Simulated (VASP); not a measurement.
A run of VASP 6.6.1 is set up as follows.

Contents of INCAR:

```
SYSTEM = LuCrB2O6
PREC = Accurate ; ENCUT = 520
EDIFF = 1E-6 ; ISMEAR = 0
SIGMA = 0.05 ; LREAL = .FALSE.
LASPH = .TRUE. ; NELM = 60
ALGO = Normal ; ISIF = 2
LWAVE = .FALSE. ; LCHARG = .FALSE.
GGA = PE ; NBANDS = 50
```

KPOINTS

```
Automatic mesh
0
G
  6 6 6
  0 0 0
```

The input POSCAR:

```
LuCrB2O6
1.0
    2.3866734782      1.3779465734      5.1526325264
   -2.3866734782      1.3779465734      5.1526325264
    0.0000000000     -2.7558931519      5.1526325251
Lu Cr B O
1 1 2 6
Direct
    0.5000000000      0.5000000000      0.5000000000
    1.0000000000      0.0000000000      0.0000000000
    0.7408351145      0.7408351145      0.7408351145
    0.2591648855      0.2591648855      0.2591648855
    0.7687576723      0.0207476711      0.4420673076
    0.0207476711      0.4420673076      0.7687576723
    0.4420673076      0.7687576723      0.0207476711
    0.9792523289      0.5579326924      0.2312423277
    0.5579326924      0.2312423277      0.9792523289
    0.2312423277      0.9792523289      0.5579326924
```

Potentials or basis: VASP PAW PBE potentials, release 64 (Lu, Cr_pv, B, O).

Launch:

```bash
$ cat potpaw_PBE.64/Lu/POTCAR potpaw_PBE.64/Cr_pv/POTCAR potpaw_PBE.64/B/POTCAR potpaw_PBE.64/O/POTCAR > POTCAR
$ mpirun -np 1 vasp_std > vasp.out
```

Question: What does it give for the pressure?

Answer: -0.6 GPa.

Question: Estimate the largest force.

Answer: 0.247 eV/Å.

Question: Estimate the band gap on the k mesh.

Answer: Zero (an odd number of electrons rules out a gap without spin polarisation).

Forces on the atoms (eV/Å):
```
Lu   0.000  0.000  0.000
Cr   0.000  0.000  0.000
B    0.000  0.000  0.027
B    0.000  0.000 -0.027
O    0.019  0.193 -0.154
O    0.157 -0.113 -0.154
O   -0.176 -0.080 -0.154
O   -0.157  0.113  0.154
O    0.176  0.080  0.154
O   -0.019 -0.193  0.154
```

Caveat: spin-orbit coupling is left out, which moves the levels of the heavy elements; an odd number of electrons without spin polarisation forces a metal; a magnetic or distorted state may lie lower; the run has no spin polarisation, though such a crystal can be magnetic; semilocal functionals often make such compounds metallic where correlation or magnetic order opens a gap, which also shifts bond lengths. With open d or f shells a metallic result of PBE can be an artefact of self-interaction; +U or a hybrid may open a gap.
